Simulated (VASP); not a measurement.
# Sb (Pm-3m) in VASP: notebook, part 2 of 3

VASP 6.6.1. Earlier steps stand in the parts before.

**3. Electric field gradients, PBEsol**

This run uses another cell than the first one, of 31.55 Å³/atom, 1.020 times its volume.

Input file INCAR:

```
PREC     = Accurate       # precision mode
ENCUT    = 520            # plane-wave cutoff, eV
EDIFF    = 1E-8           # SCF threshold, eV
ISMEAR   = -1             # smearing method
SIGMA    = 0.05           # smearing width, eV
LREAL    = F              # projectors in reciprocal space
LASPH    = T              # aspherical terms in the spheres
NELM     = 80             # most SCF steps
ALGO     = Normal         # electronic algorithm
ISIF     = 2              # what is computed and relaxed
LWAVE    = F              # write WAVECAR
LCHARG   = F              # write CHGCAR
GGA      = PS             # functional
LEFG     = T            
NBANDS   = 8              # bands
```

Input file KPOINTS:

```
regular mesh
0
Gamma
  13 13 13
```

Input file POSCAR:

```
Sb
1.0
    3.1600000000      0.0000000000      0.0000000000
    0.0000000000      3.1600000000      0.0000000000
    0.0000000000      0.0000000000      3.1600000000
Sb
1
Direct
    0.0000000000      0.0000000000      0.0000000000
```

Potentials or basis: VASP PAW PBE potentials, release 64 (Sb).

The run is started by

```bash
> cat potpaw_PBE.64/Sb/POTCAR > POTCAR
> mpirun -np 1 vasp_std > vasp.out
```

OUTCAR:

```text
PREC = Accurate
   ENCUT = 520
   EDIFF = 1E-8
   ISMEAR = -1
   LREAL = F
   LASPH = T
   NELM = 80
   ISIF = 2
   GGA = PS

 ion  position               nearest neighbor table
   1  0.000  0.000  0.000-

  LATTYP: Found a simple cubic cell.
 ALAT       =     3.1600000000

  Lattice vectors:

 A1 = (   3.1600000000,   0.0000000000,   0.0000000000)
 A2 = (   0.0000000000,   3.1600000000,   0.0000000000)
 A3 = (   0.0000000000,   0.0000000000,   3.1600000000)

Analysis of symmetry for initial positions (statically):
[... 468 lines left out ...]

  FREE ENERGIE OF THE ION-ELECTRON SYSTEM (eV)
  ---------------------------------------------------
  free  energy   TOTEN  =        -4.5016191264 eV

  energy  without entropy=       -4.4986126923  energy(sigma->0) =       -4.50011591

 Electric field gradients (V/A^2)
---------------------------------------------------------------------
 ion       V_xx      V_yy      V_zz      V_xy      V_xz      V_yz
---------------------------------------------------------------------
   1      -0.000     0.000     0.000    -0.000    -0.000    -0.000
---------------------------------------------------------------------

 Electric field gradients after diagonalization (V/A^2)
 (convention: |V_zz| > |V_xx| > |V_yy|)
----------------------------------------------------------------------
 ion       V_xx      V_yy      V_zz     asymmetry (V_yy - V_xx)/ V_zz
----------------------------------------------------------------------
   1       0.000    -0.000     0.000      -0.986
----------------------------------------------------------------------

           NMR quadrupolar parameters

 Cq : quadrupolar parameter    Cq=e*Q*V_zz/h
 eta: asymmetry parameters     (V_yy - V_xx)/ V_zz
 Q  : nuclear electric quadrupole moment in mb (millibarn)
----------------------------------------------------------------------
 ion       Cq(MHz)       eta       Q (mb)
----------------------------------------------------------------------
   1       0.000      -0.986       1.000
----------------------------------------------------------------------
```

Run time: 8.3 s. Hardware: 1 thread of Intel Xeon Platinum 8488C (Sapphire Rapids), shared host; peak memory 0.15 GiB.

Results:

```
Free energy : -4.5016 eV
Pressure    : -4.9 GPa
```

Caveat: without QUAD_EFG the Cq values of the log hold for a quadrupole moment of 1 mb, not for the nuclei; the PAW data sets were made with another functional, which shifts forces and pressure a little; spin-orbit coupling is left out, which moves the levels of the heavy elements.

**4. Electric field gradients, PBEsol**

This run uses another cell than the first one, of 31.55 Å³/atom, 1.020 times its volume.

Input file INCAR:

```
SYSTEM = Sb
ALGO = Normal ; EDIFF = 1E-8
ENCUT = 520 ; GGA = PS
ISIF = 2 ; ISMEAR = -1
LASPH = .TRUE. ; LCHARG = .FALSE.
LEFG = .TRUE. ; LREAL = .FALSE.
LWAVE = .FALSE. ; NBANDS = 8
NELM = 100 ; PREC = Accurate
SIGMA = 0.05
```

Input file KPOINTS:

```
k-points
0
G
  13 13 13
  0 0 0
```

POSCAR is that of step 3.

Potentials or basis: VASP PAW PBE potentials, release 64 (Sb).

The run is started by

```bash
> cat potpaw_PBE.64/Sb/POTCAR > POTCAR
> mpirun -np 1 vasp_std > vasp.out
```

OUTCAR:

```text
SYSTEM = Sb
   EDIFF = 1E-8
   ENCUT = 520
   GGA = PS
   ISIF = 2
   ISMEAR = -1
   LASPH = .TRUE.
   LREAL = .FALSE.
   NELM = 100
   PREC = Accurate

 ion  position               nearest neighbor table
   1  0.000  0.000  0.000-

  LATTYP: Found a simple cubic cell.
 ALAT       =     3.1600000000

  Lattice vectors:

 A1 = (   3.1600000000,   0.0000000000,   0.0000000000)
 A2 = (   0.0000000000,   3.1600000000,   0.0000000000)
 A3 = (   0.0000000000,   0.0000000000,   3.1600000000)

Analysis of symmetry for initial positions (statically):
=====================================================================
 Subroutine PRICEL returns:
 Original cell was already a primitive cell.

 Routine SETGRP: Setting up the symmetry group for a
 simple cubic supercell.

 Subroutine GETGRP returns: Found 48 space group operations
 (whereof 48 operations were pure point group operations)
 out of a pool of 48 trial point group operations.

The static configuration has the point symmetry O_h .

Analysis of symmetry for dynamics (positions and initial velocities):
=====================================================================
 Subroutine PRICEL returns:
 Original cell was already a primitive cell.

 Routine SETGRP: Setting up the symmetry group for a
 simple cubic supercell.

 Subroutine GETGRP returns: Found 48 space group operations
 (whereof 48 operations were pure point group operations)
 out of a pool of 48 trial point group operations.

The dynamic configuration has the point symmetry O_h .

 Subroutine INISYM returns: Found 48 space group operations
 (whereof 48 operations are pure point group operations),
 and found     1 'primitive' translations

----------------------------------------------------------------------------------------

                                     Primitive cell

  volume of cell :      31.5545

  direct lattice vectors                    reciprocal lattice vectors
     3.160000000  0.000000000  0.000000000     0.316455696  0.000000000  0.000000000
     0.000000000  3.160000000  0.000000000     0.000000000  0.316455696  0.000000000
     0.000000000  0.000000000  3.160000000     0.000000000  0.000000000  0.316455696

  length of vectors
     3.160000000  3.160000000  3.160000000     0.316455696  0.316455696  0.316455696

  position of ions in fractional coordinates (direct lattice)
     0.000000000  0.000000000  0.000000000

  ion indices of the primitive-cell ions
   primitive index   ion index
                 1           1

----------------------------------------------------------------------------------------

 KPOINTS: k-points

Automatic generation of k-mesh.
 Grid dimensions read from file:
 generate k-points for:   13   13   13

 Generating k-lattice:

  Cartesian coordinates                     Fractional coordinates (reciprocal lattice)
     0.024342746  0.000000000  0.000000000     0.076923077  0.000000000  0.000000000
     0.000000000  0.024342746  0.000000000     0.000000000  0.076923077  0.000000000
     0.000000000  0.000000000  0.024342746     0.000000000  0.000000000  0.076923077

[... 66 lines left out ...]
   PSTRESS=    0.0 pullay stress
   NELECT =       5.0000    total number of electrons
   NUPDOWN=      -1.0000    fix difference up-down
   EMIN   =  10.00;   EMAX   =-10.00  energy-range for DOS
   EFERMI =   0.00;   METHOD = LEGACY
   ISMEAR =    -1;   SIGMA  =   0.05  broadening in eV -4-tet -1-fermi 0-gaus
   EFERMI_NEDOS =   21; number of points for ismear=-14 and -15
   IALGO  =     38    algorithm
   IMIX   =      4    mixing-type and parameters
     AMIX     =   0.40;   BMIX     =  1.00
     AMIX_MAG =   1.60;   BMIX_MAG =  1.00
  volume/ion in A,a.u.               =      31.55       212.94
  Fermi-wavevector in a.u.,A,eV,Ry     =   0.885886  1.674081 10.677766  0.784794
  Thomas-Fermi vector in A             =   2.006979
   LORBIT       =      0    0 simple, 1 ext, 2 COOP (PROOUT), +10 PAW based schemes
   GGA     = PS    functional components
   LHFCALC =     F    Hartree Fock is set to
   AEXX    =    0.0000 exact exchange contribution
   IVDW    =     0    specifies the selected vdW correction
   LEPSILON=     F    determine dielectric tensor
   LRPA    =     F    only Hartree local field effects (RPA)
 non-spin polarized calculation
  energy-cutoff  :      520.00
  volume of cell :       31.55
 maximum number of plane-waves:       872
 NGX is ok and might be reduce to    24
   NGX = 11   NGY = 11   NGZ = 11

 number of electron       5.0000001 magnetization

 Free energy of the ion-electron system (eV)
  ---------------------------------------------------
  ext. energy  EPLUGINS =         0.00000000
  ---------------------------------------------------
  free energy    TOTEN  =        -4.50161913 eV

  energy without entropy =       -4.49861269  energy(sigma->0) =       -4.50011591

 E-fermi :   6.3458     XC(G=0):  -9.5195

 val. band max:        6.3320666869   @ k =   0.3077   0.2308   0.1538
 cond. band min:       6.3634488770   @ k =   0.3846   0.3077   0.3077
 fundamental gap:      0.0313821901
 Fermi energy:         6.3457805827

 k-point     1 :       0.0000    0.0000    0.0000
  band No.  band energies     occupation
      1      -5.6835      2.00000
      2       9.4165      0.00000
      3       9.4165      0.00000
      4       9.4165      0.00000
      5      13.1927      0.00000
      6      13.1927      0.00000
      7      14.0948      0.00000
      8      23.7028      0.00000
[... 243 lines left out ...]
 k-point    24 :       0.3846    0.3077    0.0000
  band No.  band energies     occupation
      1      -2.6988      2.00000
      2       3.0959      2.00000
      3       4.9085      2.00000
      4      11.1984      0.00000
      5      12.0326      0.00000
      6      16.4155      0.00000
      7      19.1294      0.00000
      8      19.4855      0.00000

 [... further k-points ...]

------------------------ aborting loop because EDIFF is reached ----------------------------------------

  FORCE on cell =-STRESS in cart. coord.  units (eV):
  Direction    XX          YY          ZZ          XY          YZ          ZX
  --------------------------------------------------------------------------------------
  -------------------------------------------------------------------------------------
  Total       -0.9594632     -0.9594632     -0.9594632     -0.0000000     -0.0000000     -0.0000000
  in kB      -48.7166763    -48.7166763    -48.7166763     -0.0000000     -0.0000000     -0.0000000
  external PRESSURE =     -48.7166763 kB  Pullay stress =       0.0000000 kB

 VOLUME and BASIS-vectors are now :
 -----------------------------------------------------------------------------
  energy-cutoff  :      520.00
  volume of cell :       31.55
      direct lattice vectors                 reciprocal lattice vectors
     3.160000000  0.000000000  0.000000000     0.316455696  0.000000000  0.000000000
     0.000000000  3.160000000  0.000000000     0.000000000  0.316455696  0.000000000
     0.000000000  0.000000000  3.160000000     0.000000000  0.000000000  0.316455696

 POSITION                                       TOTAL-FORCE (eV/Angst)
 -----------------------------------------------------------------------------------
      0.00000      0.00000      0.00000         0.000000      0.000000      0.000000
 -----------------------------------------------------------------------------------
    total drift:                                0.000000      0.000000      0.000000

  FREE ENERGIE OF THE ION-ELECTRON SYSTEM (eV)
  ---------------------------------------------------
  free  energy   TOTEN  =        -4.5016191264 eV

  energy  without entropy=       -4.4986126923  energy(sigma->0) =       -4.50011591

 Electric field gradients (V/A^2)
---------------------------------------------------------------------
 ion       V_xx      V_yy      V_zz      V_xy      V_xz      V_yz
---------------------------------------------------------------------
   1      -0.000     0.000     0.000    -0.000    -0.000    -0.000
---------------------------------------------------------------------

 Electric field gradients after diagonalization (V/A^2)
 (convention: |V_zz| > |V_xx| > |V_yy|)
----------------------------------------------------------------------
 ion       V_xx      V_yy      V_zz     asymmetry (V_yy - V_xx)/ V_zz
----------------------------------------------------------------------
   1       0.000    -0.000     0.000      -0.986
----------------------------------------------------------------------

           NMR quadrupolar parameters

 Cq : quadrupolar parameter    Cq=e*Q*V_zz/h
 eta: asymmetry parameters     (V_yy - V_xx)/ V_zz
 Q  : nuclear electric quadrupole moment in mb (millibarn)
----------------------------------------------------------------------
 ion       Cq(MHz)       eta       Q (mb)
----------------------------------------------------------------------
   1       0.000      -0.986       1.000
----------------------------------------------------------------------
```

Run time: 7.6 s. Hardware: 1 thread of Intel Xeon Platinum 8488C (Sapphire Rapids), shared host; peak memory 0.15 GiB.

What came out:

| Quantity | Value |
| --- | --- |
| Free energy | -4.5016 eV |
| Pressure | -4.9 GPa |

Levels at points of the mesh, in eV from the Fermi level:
```csv
k point,band 1,band 2,band 3,band 4,band 5,band 6
"(0.00, 0.00, 0.00)",-12.03,3.07,3.07,3.07,6.85,6.85
```

Caveat: without QUAD_EFG the Cq values of the log hold for a quadrupole moment of 1 mb, not for the nuclei; the PAW data sets were made with another functional, which shifts forces and pressure a little; spin-orbit coupling is left out, which moves the levels of the heavy elements.

[end of part 2 of 3]
